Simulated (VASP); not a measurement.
# MnS (Fm-3m) in VASP: notebook

The runs below take MnS through single point, with RPBE.

All numbers are computed with VASP 6.6.1; they aren't measurements. Logs are shortened: lines on timing, memory, paths and dates and some standing lists are left out, and cuts for length are marked.

### Step 1. The cell of the first run

Symmetry: Fm-3m, No. 225, cubic system. The conventional cell has a = 5.209 Å, b = 5.209 Å, c = 5.209 Å, α = 90.00°, β = 90.00°, γ = 90.00°. Within 3.4 Å of Mn (site symmetry m-3m) lie 6 S at 2.60 Å. Within 3.4 Å of S (site symmetry m-3m) lie 6 Mn at 2.60 Å.

### Step 2. Single point, RPBE, collinear spin, ferromagnetic start

INCAR

```
ALGO = Normal ; EDIFF = 1E-7
ENCUT = 520 ; GGA = RP
ISIF = 2 ; ISMEAR = 1
ISPIN = 2 ; LASPH = T
LCHARG = F ; LMAXMIX = 4
LORBIT = 11 ; LREAL = F
LWAVE = F ; MAGMOM = 5.2 0
NBANDS = 20 ; NELM = 150
PREC = Accurate ; SIGMA = 0.01
```

KPOINTS

```
k-points
0
Gamma
  9 9 9
```

POSCAR

```
MnS
1.0
    3.6833190000      0.0000000000      0.0000000000
    1.8416595000      3.1898478242      0.0000000000
    1.8416595000      1.0632826081      3.0074173700
Mn S
1 1
Direct
    0.0000000000      0.0000000000      0.0000000000
    0.5000000000      0.5000000000      0.5000000000
```

Potentials or basis: VASP PAW PBE potentials, release 64 (Mn_pv, S).

Command:

```bash
cat potpaw_PBE.64/Mn_pv/POTCAR potpaw_PBE.64/S/POTCAR > POTCAR
mpirun -np 1 vasp_std > vasp.out
```

OUTCAR:

```text
EDIFF = 1E-7
   ENCUT = 520
   GGA = RP
   ISIF = 2
   ISMEAR = 1
   ISPIN = 2
   LASPH = T
   LORBIT = 11
   LREAL = F
   NELM = 150
   PREC = Accurate

 ion  position               nearest neighbor table
   1  0.000  0.000  0.000-   2 2.60   2 2.60   2 2.60   2 2.60   2 2.60   2 2.60
   2  0.500  0.500  0.500-   1 2.60   1 2.60   1 2.60   1 2.60   1 2.60   1 2.60

  LATTYP: Found a face centered cubic cell.
 ALAT       =     5.2089996843

  Lattice vectors:

 A1 = (   3.6833190000,   0.0000000000,   0.0000000000)
 A2 = (   1.8416595000,   3.1898478242,   0.0000000000)
 A3 = (   1.8416595000,   1.0632826081,   3.0074173700)

Analysis of symmetry for initial positions (statically):
=====================================================================
 Subroutine PRICEL returns:
 Original cell was already a primitive cell.

 Routine SETGRP: Setting up the symmetry group for a
 face centered cubic supercell.

 Subroutine GETGRP returns: Found 48 space group operations
 (whereof 48 operations were pure point group operations)
 out of a pool of 48 trial point group operations.

The static configuration has the point symmetry O_h .

Analysis of symmetry for dynamics (positions and initial velocities):
=====================================================================
 Subroutine PRICEL returns:
 Original cell was already a primitive cell.

 Routine SETGRP: Setting up the symmetry group for a
 face centered cubic supercell.

 Subroutine GETGRP returns: Found 48 space group operations
 (whereof 48 operations were pure point group operations)
 out of a pool of 48 trial point group operations.

The dynamic configuration has the point symmetry O_h .

Analysis of structural, dynamic, and magnetic symmetry:
=====================================================================
 Subroutine PRICEL returns:
 Original cell was already a primitive cell.

 Routine SETGRP: Setting up the symmetry group for a
 face centered cubic supercell.

 Subroutine GETGRP returns: Found 48 space group operations
 (whereof 48 operations were pure point group operations)
 out of a pool of 48 trial point group operations.

The overall configuration has the point symmetry O_h .

 Subroutine INISYM returns: Found 48 space group operations
 (whereof 48 operations are pure point group operations),
 and found     1 'primitive' translations

----------------------------------------------------------------------------------------

                                     Primitive cell

  volume of cell :      35.3348

  direct lattice vectors                    reciprocal lattice vectors
     3.683319000  0.000000000  0.000000000     0.271494269 -0.156747289 -0.110837071
     1.841659500  3.189847824  0.000000000     0.000000000  0.313494579 -0.110837071
     1.841659500  1.063282608  3.007417370     0.000000000  0.000000000  0.332511214

  length of vectors
     3.683319000  3.683319000  3.683319000     0.332511214  0.332511214  0.332511214

  position of ions in fractional coordinates (direct lattice)
     0.000000000  0.000000000  0.000000000
     0.500000000  0.500000000  0.500000000

  ion indices of the primitive-cell ions
   primitive index   ion index
                 1           1
                 2           2

----------------------------------------------------------------------------------------

 KPOINTS: k-points

Automatic generation of k-mesh.
 Grid dimensions read from file:
 generate k-points for:    9    9    9

 Generating k-lattice:

  Cartesian coordinates                     Fractional coordinates (reciprocal lattice)
     0.030166030 -0.017416365 -0.012315230     0.111111111  0.000000000  0.000000000
     0.000000000  0.034832731 -0.012315230     0.000000000  0.111111111 -0.000000000
     0.000000000  0.000000000  0.036945690     0.000000000  0.000000000  0.111111111

  Length of vectors
     0.036945690  0.036945690  0.036945690

  Shift w.r.t. Gamma in fractional coordinates (k-lattice)
     0.000000000  0.000000000  0.000000000

 Subroutine IBZKPT returns following result:
 ===========================================

 Found     35 irreducible k-points:

 Following reciprocal coordinates:
            Coordinates               Weight
  0.000000  0.000000  0.000000      1.000000
  0.111111  0.000000 -0.000000      8.000000
  0.222222  0.000000  0.000000      8.000000
  0.333333  0.000000 -0.000000      8.000000
  0.444444  0.000000  0.000000      8.000000
  0.111111  0.111111  0.000000      6.000000
[... 16 lines left out ...]
 -0.333333  0.333333  0.000000     12.000000
  0.444444  0.444444  0.000000      6.000000
 [... further k-points ...]
   k-points           NKPTS =     35   k-points in BZ     NKDIM =     35   number of bands    NBANDS=     20
   number of dos      NEDOS =    301   number of ions     NIONS =      2
   total plane-waves  NPLWV =  21952
   dimension x,y,z NGX =    28 NGY =   28 NGZ =   28
   dimension x,y,z NGXF=    56 NGYF=   56 NGZF=   56
   ions per type =               1   1
   NGX,Y,Z   is equivalent  to a cutoff of  12.64, 12.64, 12.64 a.u.
   NGXF,Y,Z  is equivalent  to a cutoff of  25.28, 25.28, 25.28 a.u.
 SYSTEM =  unknown system
   PREC   = accura    normal or accurate (medium, high low for compatibility)
   ISTART =      0    job   : 0-new  1-cont  2-samecut
   ICHARG =      2    charge: 1-file 2-atom 10-const
   ISPIN  =      2    spin polarized calculation?
   LNONCOLLINEAR =      F non collinear calculations
   LSORBIT =      F    spin-orbit coupling
   LASPH  =      T    aspherical Exc in radial PAW
   ENCUT  =  520.0 eV  38.22 Ry    6.18 a.u.   6.85  6.85  6.85*2*pi/ulx,y,z
   NELM   =    150;   NELMIN=  2; NELMDL= -5     # of ELM steps
   EDIFF  = 0.1E-06   stopping-criterion for ELM
   LREAL  =      F    real-space projection
   EDIFFG = 0.1E-05   stopping-criterion for IOM
   NSW    =      0    number of steps for IOM
   IBRION =     -1    ionic relax: 0-MD 1-quasi-New 2-CG
   NFREE  =      0    steps in history (QN), initial steepest desc. (CG)
   ISIF   =      2    stress and relaxation
   ISYM   =      2    0-nonsym 1-usesym 2-fastsym
   POTIM  = 0.5000    time-step for ionic-motion
   TEBEG  =    0.0;   TEEND  =   0.0 temperature during run
   PSTRESS=    0.0 pullay stress
   NELECT =      19.0000    total number of electrons
   NUPDOWN=      -1.0000    fix difference up-down
   EMIN   =  10.00;   EMAX   =-10.00  energy-range for DOS
   EFERMI =   0.00;   METHOD = LEGACY
   ISMEAR =     1;   SIGMA  =   0.01  broadening in eV -4-tet -1-fermi 0-gaus
   EFERMI_NEDOS =   21; number of points for ismear=-14 and -15
   IALGO  =     38    algorithm
   IMIX   =      4    mixing-type and parameters
     AMIX     =   0.40;   BMIX     =  1.00
     AMIX_MAG =   1.60;   BMIX_MAG =  1.00
  volume/ion in A,a.u.               =      17.67       119.23
  Fermi-wavevector in a.u.,A,eV,Ry     =   1.331246  2.515690 24.112467  1.772216
  Thomas-Fermi vector in A             =   2.460272
   LORBIT       =     11    0 simple, 1 ext, 2 COOP (PROOUT), +10 PAW based schemes
   GGA     = RP    functional components
   LHFCALC =     F    Hartree Fock is set to
   AEXX    =    0.0000 exact exchange contribution
   IVDW    =     0    specifies the selected vdW correction
   LEPSILON=     F    determine dielectric tensor
   LRPA    =     F    only Hartree local field effects (RPA)
 spin polarized calculation
 Methfessel and Paxton  Order N= 1 SIGMA  =   0.01
  energy-cutoff  :      520.00
  volume of cell :       35.33
 maximum number of plane-waves:       963
   NGX = 13   NGY = 13   NGZ = 13

 number of electron      18.9999989 magnetization       4.7916165

 Free energy of the ion-electron system (eV)
  ---------------------------------------------------
  ext. energy  EPLUGINS =         0.00000000
  ---------------------------------------------------
  free energy    TOTEN  =       -13.46124287 eV

  energy without entropy =      -13.46123418  energy(sigma->0) =      -13.46123997

 E-fermi :   6.7472     XC(G=0): -10.4970

 val. band max:        6.7412690459   @ k =  -0.4444   0.4444   0.1111
 cond. band min:       6.7807991431   @ k =   0.3333   0.2222   0.0000
 fundamental gap:      0.0395300971
 Fermi energy:         6.7471623502

 spin component 1

 k-point     1 :       0.0000    0.0000    0.0000
  band No.  band energies     occupation
      1     -44.0730      1.00000
      2     -44.0730      1.00000
      3     -44.0730      1.00000
      4      -7.8166      1.00000
      5       3.3067      1.00000
      6       3.3067      1.00000
[... 12 lines left out ...]
     19      18.4844      0.00000
     20      18.9717      0.00000
[... 507 lines left out ...]
 k-point    24 :       0.4444    0.4444    0.0000
  band No.  band energies     occupation
      1     -44.0800      1.00000
      2     -44.0760      1.00000
      3     -44.0760      1.00000
      4      -6.4018      1.00000
      5       0.8287      1.00000
      6       2.8171      1.00000
[... 12 lines left out ...]
     19      21.3934      0.00000
     20      21.3934      0.00000

 [... further k-points ...]

 spin component 2

 k-point     1 :       0.0000    0.0000    0.0000
  band No.  band energies     occupation
      1     -39.4371      1.00000
      2     -39.4371      1.00000
      3     -39.4371      1.00000
      4      -7.5030      1.00000
      5       5.1094      1.00000
      6       5.1094      1.00000
[... 12 lines left out ...]
     19      19.5331      0.00000
     20      20.8267      0.00000
[... 507 lines left out ...]
 k-point    24 :       0.4444    0.4444    0.0000
  band No.  band energies     occupation
      1     -39.4465      1.00000
      2     -39.4411      1.00000
      3     -39.4411      1.00000
      4      -6.1217      1.00000
      5       1.2674      1.00000
      6       3.6250      1.00000
[... 12 lines left out ...]
     19      21.8498      0.00000
     20      21.8498      0.00000

 [... further k-points ...]

------------------------ aborting loop because EDIFF is reached ----------------------------------------

  FORCE on cell =-STRESS in cart. coord.  units (eV):
  Direction    XX          YY          ZZ          XY          YZ          ZX
  --------------------------------------------------------------------------------------
  -------------------------------------------------------------------------------------
  Total        0.1846192      0.1846192      0.1846192     -0.0000000      0.0000000     -0.0000000
  in kB        8.3711388      8.3711388      8.3711388     -0.0000000      0.0000000     -0.0000000
  external PRESSURE =       8.3711388 kB  Pullay stress =       0.0000000 kB

 VOLUME and BASIS-vectors are now :
 -----------------------------------------------------------------------------
  energy-cutoff  :      520.00
  volume of cell :       35.33
      direct lattice vectors                 reciprocal lattice vectors
     3.683319000  0.000000000  0.000000000     0.271494269 -0.156747289 -0.110837071
     1.841659500  3.189847824  0.000000000     0.000000000  0.313494579 -0.110837071
     1.841659500  1.063282608  3.007417370     0.000000000  0.000000000  0.332511214

 POSITION                                       TOTAL-FORCE (eV/Angst)
 -----------------------------------------------------------------------------------
      0.00000      0.00000      0.00000        -0.000000     -0.000000      0.000000
      3.68332      2.12657      1.50371         0.000000      0.000000      0.000000
 -----------------------------------------------------------------------------------
    total drift:                                0.000000     -0.000000     -0.000000

  FREE ENERGIE OF THE ION-ELECTRON SYSTEM (eV)
  ---------------------------------------------------
  free  energy   TOTEN  =       -13.4612428697 eV

  energy  without entropy=      -13.4612341777  energy(sigma->0) =      -13.46123997

 total charge

# of ion       s       p       d       tot
------------------------------------------
    1        0.210   6.161   4.916  11.287
    2        1.329   2.424   0.000   3.753
--------------------------------------------------
tot          1.539   8.585   4.916  15.040

 magnetization (x)

# of ion       s       p       d       tot
------------------------------------------
    1        0.051   0.040   4.226   4.317
    2        0.026   0.086   0.000   0.112
--------------------------------------------------
tot          0.078   0.126   4.226   4.430
```

Run time: 25 s. Hardware: 1 thread of Intel Xeon 6975P-C (Granite Rapids), shared host; peak memory 0.19 GiB.

What came out:

```
Free energy                                           : -13.4612 eV
Pressure                                              : 0.8 GPa
Net moment                                            : 4.79 μB per cell
Site moments                                          : Mn +4.32; S +0.11 μB
Valence electrons inside the program's atomic spheres : Mn 11.29; S 3.75
```

Caveat: the PAW data sets were made with another functional, which shifts forces and pressure a little; a cell with one magnetic atom can't hold antiferromagnetic order, which such compounds often take; semilocal functionals often make such compounds metallic where correlation or magnetic order opens a gap, which also shifts bond lengths. With open d or f shells a metallic result of RPBE can be an artefact of self-interaction; +U or a hybrid may open a gap.

### Step 3. Single point, RPBE, collinear spin, ferromagnetic start

INCAR

```
SYSTEM = MnS
PREC = Accurate
ENCUT = 520
EDIFF = 1E-6
ISMEAR = 1
SIGMA = 0.01
LREAL = .False.
LASPH = .True.
NELM = 150
ALGO = Normal
ISIF = 2
LWAVE = .False.
LCHARG = .True.
ISPIN = 2
MAGMOM = 5.2 0
LORBIT = 11
LMAXMIX = 4
GGA = RP
LELF = .True.
LVHAR = .True.
NBANDS = 20
```

KPOINTS

```
Automatic mesh
0
Gamma
  9 9 9
  0 0 0
```

POSCAR is that of step 2.

Potentials or basis: VASP PAW PBE potentials, release 64 (Mn_pv, S).

Command:

```bash
cat potpaw_PBE.64/Mn_pv/POTCAR potpaw_PBE.64/S/POTCAR > POTCAR
mpirun -np 1 vasp_std > vasp.out
```

Wall time 22 s (1 thread of Intel Xeon 6975P-C (Granite Rapids), shared host); peak memory 0.18 GiB.

Results (log left out):

| Quantity | Value |
| --- | --- |
| Free energy | -13.4612 eV |
| Pressure | 0.8 GPa |
| Net moment | 4.79 μB per cell |
| Site moments | Mn +4.32; S +0.11 μB |
| Valence electrons inside the program's atomic spheres | Mn 11.29; S 3.75 |

Levels at points of the mesh, in eV from the Fermi level:
Spin up:
```
           k point  band 8  band 9  band 10  band 11  band 12  band 13  band 14  band 15  band 16  band 17
(0.00, 0.00, 0.00)   -3.34   -3.34    -1.86    -1.86    -1.86     1.80     8.57     8.57     8.57    10.69
```
Spin down:
| k point | band 4 | band 5 | band 6 | band 7 | band 8 | band 9 | band 10 | band 11 |
| --- | --- | --- | --- | --- | --- | --- | --- | --- |
| (0.00, 0.00, 0.00) | -14.25 | -1.64 | -1.64 | -1.64 | 0.44 | 0.44 | 0.44 | 0.46 |

Caveat: the PAW data sets were made with another functional, which shifts forces and pressure a little; a cell with one magnetic atom can't hold antiferromagnetic order, which such compounds often take; semilocal functionals often make such compounds metallic where correlation or magnetic order opens a gap, which also shifts bond lengths. With open d or f shells a metallic result of RPBE can be an artefact of self-interaction; +U or a hybrid may open a gap.
